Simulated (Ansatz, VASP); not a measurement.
## GaN: VASP beside Ansatz

INCAR

```
SYSTEM = GaN
  PREC = Accurate
  ENCUT = 600
  EDIFF = 1E-6
  ISMEAR = 0
  SIGMA = 0.013000000000000001
  LREAL = .False.
  LASPH = .True.
  NELM = 120
  ALGO = Normal
  ISIF = 2
  LWAVE = .False.
  LCHARG = .False.
  GGA = PE
  NBANDS = 16
  GGA_COMPAT = .False.
```

File KPOINTS:

```
regular mesh
0
Gamma
  10 10 10
  0 0 0
```

POSCAR

```
GaN
1.0
    0.0000000000      2.2535006075      2.2535006075
    2.2535006075      0.0000000000      2.2535006075
    2.2535006075      2.2535006075      0.0000000000
Ga N
1 1
Direct
    0.0000000000      0.0000000000      0.0000000000
    0.2500000000      0.2500000000      0.2500000000
```

The input input.yaml:

```yaml
crystal:
  lattice:
    - [0.0, 2.2535006075, 2.2535006075]
    - [2.2535006075, 0.0, 2.2535006075]
    - [2.2535006075, 2.2535006075, 0.0]
  atoms:
    - { symbol: Ga, position: [0.0, 0.0, 0.0] }
    - { symbol: "N", position: [0.25, 0.25, 0.25] }
kpoints:
  mp_grid: { grid: [10, 10, 10] }
scf:
  occupations: { method: gaussian, width: 0.013 }
hamiltonian:
  xc: pbe
  pseudopotentials: { kind: all_electron, lapw: { basis_error: 0.001 } }
output:
  forces: true
  stress: true
  eigenvalues: true
```

Alike in both runs: task single point; functional PBE; k mesh 10 × 10 × 10; occupations gaussian, width 0.013 eV; no spin polarisation.

```csv
,VASP,Ansatz
version,VASP 6.6.1,Ansatz 0.2.0
potentials or method,"VASP PAW PBE potentials, release 64 (Ga_d, N), cutoff 600 eV","all-electron LAPW, scalar-relativistic"
```

|  | VASP | Ansatz | Ansatz less VASP |
| --- | --- | --- | --- |
| gap on the k mesh at the Fermi level (eV) | 1.72 | 1.73 | +0.010 |
| least direct gap on the mesh (eV) | 1.72 | 1.73 | +0.010 |
| pressure (GPa) | 4.9 | 4.9 | -0.01 |

Ansatz ran all-electron here, and VASP with PAW potentials.
